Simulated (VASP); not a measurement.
# NaBI4 (P1) in VASP: single point with PBE

Aim: the single point of NaBI4 with PBE.

All numbers are computed with VASP 6.6.1; they aren't measurements. Logs are shortened: lines on timing, memory, paths and dates and some standing lists are left out, and cuts for length are marked.

### 1 The cell of the first run

The typed cell holds 12 atoms: a = 7.132 Å, b = 7.131 Å, c = 11.578 Å, α = 85.32°, β = 85.36°, γ = 64.76°.

### 2 Single point, PBE

The input, INCAR:

```
SYSTEM = NaBI4
ALGO     = Normal         ! electronic algorithm
EDIFF    = 1E-6           ! SCF threshold, eV
ENCUT    = 500            ! plane-wave cutoff, eV
GGA      = PE             ! functional
GGA_COMPAT= .False.      
ISIF     = 2              ! what is computed and relaxed
ISMEAR   = 0              ! smearing method
LASPH    = .True.         ! aspherical terms in the spheres
LCHARG   = .True.         ! write CHGCAR
LELF     = .True.         ! ELF
LREAL    = .False.        ! projectors in reciprocal space
LVHAR    = .True.       
LWAVE    = .False.        ! write WAVECAR
NBANDS   = 50             ! bands
NELM     = 120            ! most SCF steps
PREC     = Accurate       ! precision mode
SIGMA    = 0.01           ! smearing width, eV
```

The input, KPOINTS:

```
k-points
0
Gamma
  4 4 2
  0 0 0
```

The input, POSCAR:

```
NaBI4
1.0
    7.1296676375      0.0072852853     -0.1993638936
    3.0319159509      6.4537354951     -0.1162165705
    1.2567401755      0.6592708766     11.4902209910
Na B I
2 2 8
Direct
    0.0012526633      0.0092502063      0.0494242128
    0.4914221447      0.4983992851      0.4504365934
    0.4514138905      0.4531474524      0.0145781200
    0.0472728257      0.0480977729      0.4854516826
    0.2558065324      0.8615730496      0.6289279831
    0.5804397000      0.2850442138      0.1862602742
    0.6375664731      0.2450226190      0.8710197142
    0.2148007040      0.9193901973      0.3137243073
    0.1124296566      0.5199006693      0.0124750149
    0.7439310533      0.0165303686      0.5101759170
    0.4830141582      0.7565440474      0.9899928680
    0.9806501983      0.3871001181      0.4875333124
```

Potentials or basis: VASP PAW PBE potentials, release 64 (Na_pv, B, I).

On the command line:

```
$ cat potpaw_PBE.64/Na_pv/POTCAR potpaw_PBE.64/B/POTCAR potpaw_PBE.64/I/POTCAR > POTCAR
$ mpirun -np 1 vasp_std > vasp.out
```

OUTCAR:

```text
SYSTEM = NaBI4
   EDIFF = 1E-6
   ENCUT = 500
   GGA = PE
   ISIF = 2
   ISMEAR = 0
   LASPH = .True.
   LREAL = .False.
   NELM = 120
   PREC = Accurate

 ion  position               nearest neighbor table
   1  0.001  0.009  0.049-  11 3.17   6 3.18
   2  0.491  0.498  0.450-  10 3.17   8 3.18
   3  0.451  0.453  0.015-   7 2.26   9 2.26  11 2.26   6 2.28
   4  0.047  0.048  0.485-   5 2.26  12 2.26  10 2.26   8 2.28
   5  0.256  0.862  0.629-   4 2.26
   6  0.580  0.285  0.186-   3 2.28   1 3.18
   7  0.638  0.245  0.871-   3 2.26
   8  0.215  0.919  0.314-   4 2.28   2 3.18
   9  0.112  0.520  0.012-   3 2.26
  10  0.744  0.017  0.510-   4 2.26   2 3.17
  11  0.483  0.757  0.990-   3 2.26   1 3.17
  12  0.981  0.387  0.488-   4 2.26

  LATTYP: Found a triclinic cell.
 ALAT       =     7.1313899392
 B/A-ratio  =     2.4527343922
 C/A-ratio  =     1.0711877731
 COS(alpha) =     0.0003015438
 COS(beta)  =     0.5354540370
 COS(gamma) =     0.6355174690

  Lattice vectors:

 A1 = (  -3.0319159509,  -6.4537354951,   0.1162165705)
 A2 = ( -11.4183237639,  -7.1202916570, -11.1746405269)
 A3 = (   4.0977516866,  -6.4464502098,  -0.0831473231)

Analysis of symmetry for initial positions (statically):
=====================================================================
 Subroutine PRICEL returns:
 Original cell was already a primitive cell.

 Routine SETGRP: Setting up the symmetry group for a
 triclinic supercell.

 Subroutine GETGRP returns: Found  1 space group operations
 (whereof  1 operations were pure point group operations)
 out of a pool of  2 trial point group operations.

The static configuration has the point symmetry C_1 .

Analysis of symmetry for dynamics (positions and initial velocities):
=====================================================================
 Subroutine PRICEL returns:
 Original cell was already a primitive cell.

 Routine SETGRP: Setting up the symmetry group for a
 triclinic supercell.

 Subroutine GETGRP returns: Found  1 space group operations
 (whereof  1 operations were pure point group operations)
 out of a pool of  2 trial point group operations.

[... 120 lines left out ...]
   NFREE  =      0    steps in history (QN), initial steepest desc. (CG)
   ISIF   =      2    stress and relaxation
   ISYM   =      2    0-nonsym 1-usesym 2-fastsym
   POTIM  = 0.5000    time-step for ionic-motion
   TEBEG  =    0.0;   TEEND  =   0.0 temperature during run
   PSTRESS=    0.0 pullay stress
   NELECT =      76.0000    total number of electrons
   NUPDOWN=      -1.0000    fix difference up-down
   EMIN   =  10.00;   EMAX   =-10.00  energy-range for DOS
   EFERMI =   0.00;   METHOD = LEGACY
   ISMEAR =     0;   SIGMA  =   0.01  broadening in eV -4-tet -1-fermi 0-gaus
   EFERMI_NEDOS =   21; number of points for ismear=-14 and -15
   IALGO  =     38    algorithm
   IMIX   =      4    mixing-type and parameters
     AMIX     =   0.40;   BMIX     =  1.00
     AMIX_MAG =   1.60;   BMIX_MAG =  1.00
  volume/ion in A,a.u.               =      44.18       298.17
  Fermi-wavevector in a.u.,A,eV,Ry     =   0.856769  1.619058  9.987392  0.734053
  Thomas-Fermi vector in A             =   1.973721
   LORBIT       =      0    0 simple, 1 ext, 2 COOP (PROOUT), +10 PAW based schemes
   GGA     = PE    functional components
   LHFCALC =     F    Hartree Fock is set to
   AEXX    =    0.0000 exact exchange contribution
   IVDW    =     0    specifies the selected vdW correction
   LEPSILON=     F    determine dielectric tensor
   LRPA    =     F    only Hartree local field effects (RPA)
 non-spin polarized calculation
 Gauss-broadening in eV      SIGMA  =   0.01
  energy-cutoff  :      500.00
  volume of cell :      530.21
 maximum number of plane-waves:     13489
 NGX is ok and might be reduce to    54
   NGX = 25   NGY = 25   NGZ = 43

 number of electron      75.9999996 magnetization

 Free energy of the ion-electron system (eV)
  ---------------------------------------------------
  ext. energy  EPLUGINS =         0.00000000
  ---------------------------------------------------
  free energy    TOTEN  =       -33.53567054 eV

  energy without entropy =      -33.53567054  energy(sigma->0) =      -33.53567054

 E-fermi :   0.1319     XC(G=0):  -6.7629

 val. band max:        0.0292125475   @ k =   0.5000   0.5000   0.0000
 cond. band min:       3.0897030012   @ k =   0.5000   0.5000   0.0000
 fundamental gap:      3.0604904537
 Fermi energy:         0.1318807538

 k-point     1 :       0.0000    0.0000    0.0000
  band No.  band energies     occupation
      1     -23.0109      2.00000
      2     -23.0098      2.00000
      3     -22.9996      2.00000
      4     -22.9984      2.00000
      5     -22.9892      2.00000
      6     -22.9880      2.00000
[... 1049 lines left out ...]
     49       6.2376      0.00000
     50       6.3244      0.00000

------------------------ aborting loop because EDIFF is reached ----------------------------------------

  FORCE on cell =-STRESS in cart. coord.  units (eV):
  Direction    XX          YY          ZZ          XY          YZ          ZX
  --------------------------------------------------------------------------------------
  -------------------------------------------------------------------------------------
  Total        0.0058744      0.0111413      0.0025765     -0.0043175     -0.0042448     -0.0054121
  in kB        0.0177513      0.0336667      0.0077856     -0.0130466     -0.0128269     -0.0163541
  external PRESSURE =       0.0197345 kB  Pullay stress =       0.0000000 kB

 VOLUME and BASIS-vectors are now :
 -----------------------------------------------------------------------------
  energy-cutoff  :      500.00
  volume of cell :      530.21
      direct lattice vectors                 reciprocal lattice vectors
     7.129667637  0.007285285 -0.199363894     0.140004084 -0.065980433 -0.011527174
     3.031915951  6.453735495 -0.116216571    -0.000405772  0.154980321 -0.008847877
     1.256740176  0.659270877 11.490220991     0.002425071  0.000422722  0.086741032

 POSITION                                       TOTAL-FORCE (eV/Angst)
 -----------------------------------------------------------------------------------
      0.09909      0.09229      0.56657         0.000746     -0.000004     -0.000096
      5.58086      3.51708      5.01972        -0.000322     -0.000630      0.000251
      4.61066      2.93739      0.02485         0.001049      0.000179      0.000496
      1.09295      0.63080      5.56293        -0.000400     -0.000955     -0.000460
      5.22643      5.97686      7.07539         0.000765      0.000207      0.003111
      5.23665      1.96662      1.99133        -0.000549      0.000542      0.001600
      6.38317      2.16019      9.85263        -0.000436     -0.000866     -0.002999
      4.71324      6.14190      3.45509        -0.000195      0.000689     -0.001843
      2.39356      3.36434      0.06051        -0.002488     -0.000871     -0.000031
      5.99526      0.44845      5.71180        -0.001486     -0.001140      0.000470
      6.98167      5.53873     11.19102         0.001807      0.000902     -0.000522
      8.77807      2.82680      5.36137         0.001508      0.001947      0.000024
 -----------------------------------------------------------------------------------
    total drift:                               -0.000429      0.000692      0.000004

  FREE ENERGIE OF THE ION-ELECTRON SYSTEM (eV)
  ---------------------------------------------------
  free  energy   TOTEN  =       -33.5356705352 eV

  energy  without entropy=      -33.5356705352  energy(sigma->0) =      -33.53567054
```

Run time: 15 min. Hardware: 1 thread of Intel Xeon 8259CL, shared host; peak memory 0.77 GiB.

Results:

```
Free energy            : -33.5357 eV
Pressure               : 0.0 GPa
Largest force          : 0.003 eV/Å
Band gap on the k mesh : 3.06 eV
```

Forces in eV/Å, atoms in the order of the input:
```
Na   0.001  0.000  0.000
Na   0.000 -0.001  0.000
B    0.001  0.000  0.000
B    0.000 -0.001  0.000
I    0.001  0.000  0.003
I   -0.001  0.001  0.002
I    0.000 -0.001 -0.003
I    0.000  0.001 -0.002
I   -0.002 -0.001  0.000
I   -0.001 -0.001  0.000
I    0.002  0.001 -0.001
I    0.002  0.002  0.000
```

Caveat: spin-orbit coupling is left out, which moves the levels of the heavy elements.
